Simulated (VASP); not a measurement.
# Ca8O7 (a cell with a defect) in VASP: single point with PBE

Aim: the single point of Ca8O7 (a cell with a defect) with PBE.

Program: VASP 6.6.1. These are calculated values, not measurements. Logs are shortened: lines on timing, memory, paths and dates and some standing lists are left out, and cuts for length are marked.

**1. The cell of the first run**

The cell holds a defect, 15 atoms: a = 6.832 Å, b = 6.832 Å, c = 6.832 Å, α = 60.00°, β = 60.00°, γ = 60.00°.

**2. Single point, PBE**

Input file INCAR:

```
SYSTEM = Ca8O7
PREC = Accurate
ENCUT = 520
EDIFF = 1E-6
ISMEAR = 0
SIGMA = 0.05
LREAL = Auto
LASPH = .True.
NELM = 80
ALGO = Normal
ISIF = 2
LWAVE = .False.
LCHARG = .False.
GGA = PE
NELECT = 120.0
NBANDS = 74
```

Input file KPOINTS:

```
regular mesh
0
Gamma
  4 4 4
  0 0 0
```

Input file POSCAR:

```
Ca8O7
1.0
    0.0000000000      4.8309190842     -4.8309190842
    4.8309190842      4.8309190842      0.0000000000
    4.8309190842      0.0000000000     -4.8309190842
Ca O
8 7
Direct
    0.5167042661      0.5099076298     -0.0167041713
    0.5261839322     -0.0040456070     -0.0261838374
    0.9908575194      0.5019404088     -0.0091424632
    1.0071534868     -0.0001175760      0.0071535042
    0.4928464871      0.5141894237      0.4928464871
    0.5091425580     -0.0163446124      0.5091425580
    0.9832958113      0.5099076298      0.5167042661
    0.9738161451     -0.0040456070      0.5261839322
    0.2500000474     -0.1725913818      0.2500000474
    0.7713982443      0.7378677717      0.2465817537
    0.7286018330      0.2558476924      0.2534183410
    0.2465817537      0.7378677717      0.7713982443
    0.2534183410      0.2558476924      0.7286018330
    0.7500000387      0.7450920699      0.7500000387
    0.7500000387      0.2620096669      0.7500000387
```

Potentials or basis: VASP PAW PBE potentials, release 64 (Ca_sv, O).

The run is started by

```
$ cat potpaw_PBE.64/Ca_sv/POTCAR potpaw_PBE.64/O/POTCAR > POTCAR
$ mpirun -np 1 vasp_std > vasp.out
```

OUTCAR:

```text
SYSTEM = Ca8O7
   PREC = Accurate
   ENCUT = 520
   EDIFF = 1E-6
   ISMEAR = 0
   LREAL = Auto
   LASPH = .True.
   NELM = 80
   ISIF = 2
   GGA = PE
   NELECT = 120.0

 ion  position               nearest neighbor table
   1  0.517  0.510  0.983-  14 2.26  15 2.33  11 2.34  12 2.34
   2  0.526  0.996  0.974-   9 2.21  14 2.30  15 2.38  10 2.50  13 2.50   8 3.06
   3  0.991  0.502  0.991-  14 2.33  10 2.38  12 2.38  11 2.46  13 2.46
   4  0.007  1.000  0.007-   9 2.40  10 2.41  12 2.41  11 2.43  13 2.43  15 2.48
   5  0.493  0.514  0.493-   9 2.40  11 2.41  13 2.41  12 2.43  10 2.43  15 2.48
   6  0.509  0.984  0.509-  14 2.33  13 2.38  11 2.38  10 2.46  12 2.46
   7  0.983  0.510  0.517-  14 2.26  15 2.33  10 2.34  13 2.34
   8  0.974  0.996  0.526-   9 2.21  14 2.30  15 2.38  11 2.50  12 2.50   2 3.06
   9  0.250  0.827  0.250-   2 2.21   8 2.21   5 2.40   4 2.40
  10  0.771  0.738  0.247-   7 2.34   3 2.38   4 2.41   5 2.43   6 2.46   2 2.50
  11  0.729  0.256  0.253-   1 2.34   6 2.38   5 2.41   4 2.43   3 2.46   8 2.50
  12  0.247  0.738  0.771-   1 2.34   3 2.38   4 2.41   5 2.43   6 2.46   8 2.50
  13  0.253  0.256  0.729-   7 2.34   6 2.38   5 2.41   4 2.43   3 2.46   2 2.50
  14  0.750  0.745  0.750-   1 2.26   7 2.26   8 2.30   2 2.30   6 2.33   3 2.33
  15  0.750  0.262  0.750-   7 2.33   1 2.33   2 2.38   8 2.38   4 2.48   5 2.48

  LATTYP: Found a face centered cubic cell.
 ALAT       =     9.6618381684

  Lattice vectors:

 A1 = (   0.0000000000,   4.8309190842,  -4.8309190842)
 A2 = (   4.8309190842,   4.8309190842,   0.0000000000)
 A3 = (   4.8309190842,   0.0000000000,  -4.8309190842)

Analysis of symmetry for initial positions (statically):
=====================================================================
 Subroutine PRICEL returns:
 Original cell was already a primitive cell.

 Routine SETGRP: Setting up the symmetry group for a
 face centered cubic supercell.

 Subroutine GETGRP returns: Found  4 space group operations
 (whereof  2 operations were pure point group operations)
 out of a pool of 48 trial point group operations.

The static configuration has the point symmetry C_1h.
 The point group associated with its full space group is C_2v.

Analysis of symmetry for dynamics (positions and initial velocities):
=====================================================================
 Subroutine PRICEL returns:
 Original cell was already a primitive cell.

 Routine SETGRP: Setting up the symmetry group for a
 face centered cubic supercell.

 Subroutine GETGRP returns: Found  4 space group operations
 (whereof  2 operations were pure point group operations)
 out of a pool of 48 trial point group operations.

The dynamic configuration has the point symmetry C_1h.
 The point group associated with its full space group is C_2v.

 Subroutine INISYM returns: Found  4 space group operations
 (whereof  2 operations are pure point group operations),
 and found     1 'primitive' translations

----------------------------------------------------------------------------------------

                                     Primitive cell

  volume of cell :     225.4858

  direct lattice vectors                    reciprocal lattice vectors
     0.000000000  4.830919084 -4.830919084    -0.103499974  0.103499974 -0.103499974
     4.830919084  4.830919084  0.000000000     0.103499974  0.103499974  0.103499974
     4.830919084  0.000000000 -4.830919084     0.103499974 -0.103499974 -0.103499974

  length of vectors
     6.831951288  6.831951288  6.831951288     0.179267214  0.179267214  0.179267214

  position of ions in fractional coordinates (direct lattice)
     0.516704266  0.509907630  0.983295829
     0.526183932  0.995954393  0.973816163
     0.990857519  0.501940409  0.990857537
     0.007153487  0.999882424  0.007153504
     0.492846487  0.514189424  0.492846487
     0.509142558  0.983655388  0.509142558
     0.983295811  0.509907630  0.516704266
     0.973816145  0.995954393  0.526183932
     0.250000047  0.827408618  0.250000047
     0.771398244  0.737867772  0.246581754
     0.728601833  0.255847692  0.253418341
     0.246581754  0.737867772  0.771398244
     0.253418341  0.255847692  0.728601833
[... 33 lines left out ...]
     0.025874994  0.025874994  0.025874994     0.000000000  0.250000000  0.000000000
     0.025874994 -0.025874994 -0.025874994     0.000000000  0.000000000  0.250000000

  Length of vectors
     0.044816803  0.044816803  0.044816803

  Shift w.r.t. Gamma in fractional coordinates (k-lattice)
     0.000000000  0.000000000  0.000000000

 Subroutine IBZKPT returns following result:
 ===========================================

 Found     18 irreducible k-points:

 Following reciprocal coordinates:
            Coordinates               Weight
  0.000000  0.000000  0.000000      1.000000
  0.250000  0.000000  0.000000      4.000000
  0.000000  0.250000  0.000000      4.000000
  0.500000  0.000000  0.000000      2.000000
  0.000000  0.500000  0.000000      2.000000
  0.250000  0.250000  0.000000      4.000000
[... 10 lines left out ...]
 -0.250000  0.500000  0.250000      2.000000
  0.250000 -0.250000  0.500000      4.000000
   k-points           NKPTS =     18   k-points in BZ     NKDIM =     18   number of bands    NBANDS=     74
   number of dos      NEDOS =    301   number of ions     NIONS =     15
   total plane-waves  NPLWV = 157464
   dimension x,y,z NGX =    54 NGY =   54 NGZ =   54
   dimension x,y,z NGXF=   108 NGYF=  108 NGZF=  108
   ions per type =               8   7
   NGX,Y,Z   is equivalent  to a cutoff of  13.14, 13.14, 13.14 a.u.
   NGXF,Y,Z  is equivalent  to a cutoff of  26.28, 26.28, 26.28 a.u.
 SYSTEM =  Ca8O7
   PREC   = accura    normal or accurate (medium, high low for compatibility)
   ISTART =      0    job   : 0-new  1-cont  2-samecut
   ICHARG =      2    charge: 1-file 2-atom 10-const
   ISPIN  =      1    spin polarized calculation?
   LNONCOLLINEAR =      F non collinear calculations
   LSORBIT =      F    spin-orbit coupling
   LASPH  =      T    aspherical Exc in radial PAW
   ENCUT  =  520.0 eV  38.22 Ry    6.18 a.u.  12.70 12.70 12.70*2*pi/ulx,y,z
   NELM   =     80;   NELMIN=  2; NELMDL= -5     # of ELM steps
   EDIFF  = 0.1E-05   stopping-criterion for ELM
   LREAL  =      T    real-space projection
   EDIFFG = 0.1E-04   stopping-criterion for IOM
   NSW    =      0    number of steps for IOM
   IBRION =     -1    ionic relax: 0-MD 1-quasi-New 2-CG
   NFREE  =      0    steps in history (QN), initial steepest desc. (CG)
   ISIF   =      2    stress and relaxation
   ISYM   =      2    0-nonsym 1-usesym 2-fastsym
   POTIM  = 0.5000    time-step for ionic-motion
   TEBEG  =    0.0;   TEEND  =   0.0 temperature during run
   PSTRESS=    0.0 pullay stress
   NELECT =     120.0000    total number of electrons
   NUPDOWN=      -1.0000    fix difference up-down
   EMIN   =  10.00;   EMAX   =-10.00  energy-range for DOS
   EFERMI =   0.00;   METHOD = LEGACY
   ISMEAR =     0;   SIGMA  =   0.05  broadening in eV -4-tet -1-fermi 0-gaus
   EFERMI_NEDOS =   21; number of points for ismear=-14 and -15
   IALGO  =     38    algorithm
   IMIX   =      4    mixing-type and parameters
     AMIX     =   0.40;   BMIX     =  1.00
     AMIX_MAG =   1.60;   BMIX_MAG =  1.00
  volume/ion in A,a.u.               =      15.03       101.44
  Fermi-wavevector in a.u.,A,eV,Ry     =   1.326668  2.507038 23.946895  1.760047
  Thomas-Fermi vector in A             =   2.456037
   LORBIT       =      0    0 simple, 1 ext, 2 COOP (PROOUT), +10 PAW based schemes
   GGA     = PE    functional components
   LHFCALC =     F    Hartree Fock is set to
   AEXX    =    0.0000 exact exchange contribution
   IVDW    =     0    specifies the selected vdW correction
   LEPSILON=     F    determine dielectric tensor
   LRPA    =     F    only Hartree local field effects (RPA)
 non-spin polarized calculation
 Gauss-broadening in eV      SIGMA  =   0.05
  energy-cutoff  :      520.00
  volume of cell :      225.49
 maximum number of plane-waves:      6102
 NGX is ok and might be reduce to    54
   NGX = 25   NGY = 25   NGZ = 25

 number of electron     120.0000003 magnetization

 Free energy of the ion-electron system (eV)
  ---------------------------------------------------
  ext. energy  EPLUGINS =         0.00000000
  ---------------------------------------------------
  free energy    TOTEN  =       -99.09082512 eV

  energy without entropy =      -99.09082512  energy(sigma->0) =      -99.09082512

 E-fermi :   2.7272     XC(G=0):  -9.9352

 val. band max:        2.4232459324   @ k =   0.0000   0.0000   0.0000
 cond. band min:       3.8843001701   @ k =   0.0000   0.0000   0.0000
 fundamental gap:      1.4610542377
 Fermi energy:         2.7272312320

 k-point     1 :       0.0000    0.0000    0.0000
  band No.  band energies     occupation
      1     -35.7210      2.00000
      2     -35.6822      2.00000
      3     -35.6383      2.00000
      4     -35.6277      2.00000
      5     -35.4651      2.00000
      6     -35.4124      2.00000
[... 1339 lines left out ...]
     71       8.8170      0.00000
     72       8.8407      0.00000
 [bands above 72 left out]

------------------------ aborting loop because EDIFF is reached ----------------------------------------

  FORCE on cell =-STRESS in cart. coord.  units (eV):
  Direction    XX          YY          ZZ          XY          YZ          ZX
  --------------------------------------------------------------------------------------
  -------------------------------------------------------------------------------------
  Total       -7.0405578     -7.0405578     -9.4399045     -1.8793235     -0.0000000      0.0000000
  in kB      -50.0262981    -50.0262981    -67.0747245    -13.3534299     -0.0000000      0.0000000
  external PRESSURE =     -55.7091069 kB  Pullay stress =       0.0000000 kB

 VOLUME and BASIS-vectors are now :
 -----------------------------------------------------------------------------
  energy-cutoff  :      520.00
  volume of cell :      225.49
      direct lattice vectors                 reciprocal lattice vectors
     0.000000000  4.830919084 -4.830919084    -0.103499974  0.103499974 -0.103499974
     4.830919084  4.830919084  0.000000000     0.103499974  0.103499974  0.103499974
     4.830919084  0.000000000 -4.830919084     0.103499974 -0.103499974 -0.103499974

 POSITION                                       TOTAL-FORCE (eV/Angst)
 -----------------------------------------------------------------------------------
      7.21355      4.95948     -7.24638         0.155994      0.021752      0.000000
      9.51580      7.35333     -7.24638         0.163599     -0.083960      0.000000
      7.21159      7.21159     -9.57351         0.091137      0.091137      0.090318
      4.86491      4.86491     -0.06912        -0.005531     -0.005531      0.071669
      4.86491      4.86491     -4.76180        -0.005531     -0.005531     -0.071669
      7.21159      7.21159     -4.91925         0.091137      0.091137     -0.090318
      4.95948      7.21355     -7.24638         0.021752      0.155994      0.000000
      7.35333      9.51580     -7.24638        -0.083960      0.163599      0.000000
      5.20487      5.20487     -2.41546        -0.668485     -0.668485      0.000000
      4.75580      7.29114     -4.91778         0.083726     -0.020699      0.087329
      2.46022      4.75580     -4.74406        -0.020699      0.083726     -0.087329
      7.29114      4.75580     -4.91778        -0.020699      0.083726      0.087329
      4.75580      2.46022     -4.74406         0.083726     -0.020699     -0.087329
      7.22267      7.22267     -7.24638         0.112777      0.112777      0.000000
      4.88894      4.88894     -7.24638         0.001059      0.001059      0.000000
 -----------------------------------------------------------------------------------
    total drift:                                0.002137      0.002387     -0.000525

  FREE ENERGIE OF THE ION-ELECTRON SYSTEM (eV)
  ---------------------------------------------------
  free  energy   TOTEN  =       -99.0908251233 eV

  energy  without entropy=      -99.0908251233  energy(sigma->0) =      -99.09082512
```

Run time: 26 min. Hardware: 1 thread of Intel Xeon Platinum 8259CL at 2.50GHz (Skylake/Cascade Lake), shared host; peak memory 0.48 GiB.

Results:

```
Free energy   : -99.0908 eV
Largest force : 0.945 eV/Å
```

Forces on the atoms (eV/Å):
```
Ca   0.156  0.022  0.000
Ca   0.164 -0.084  0.000
Ca   0.091  0.091  0.090
Ca  -0.006 -0.006  0.072
Ca  -0.006 -0.006 -0.072
Ca   0.091  0.091 -0.090
Ca   0.022  0.156  0.000
Ca  -0.084  0.164  0.000
O   -0.668 -0.668  0.000
O    0.084 -0.021  0.087
O   -0.021  0.084 -0.087
O   -0.021  0.084  0.087
O    0.084 -0.021 -0.087
O    0.113  0.113  0.000
O    0.001  0.001  0.000
```

Levels at points of the mesh, in eV from the Fermi level:
```
           k point  band 58  band 59  band 60  band 61  band 62  band 63
(0.00, 0.00, 0.00)    -0.46    -0.39    -0.30     1.16     3.24     3.37
(0.50, 0.00, 0.00)    -0.87    -0.84    -0.77     1.88     3.54     4.16
(0.00, 0.50, 0.00)    -0.87    -0.83    -0.82     1.93     3.56     4.20
(0.50, 0.50, 0.00)    -0.83    -0.53    -0.50     1.78     4.00     4.09
(0.50, 0.00, 0.50)    -0.90    -0.51    -0.46     1.74     3.91     4.25
```

Caveat: the cell carries a net charge on a neutralising background, which shifts energy and pressure; the cell is charged against a uniform background, so pressure and absolute levels hang on convention.
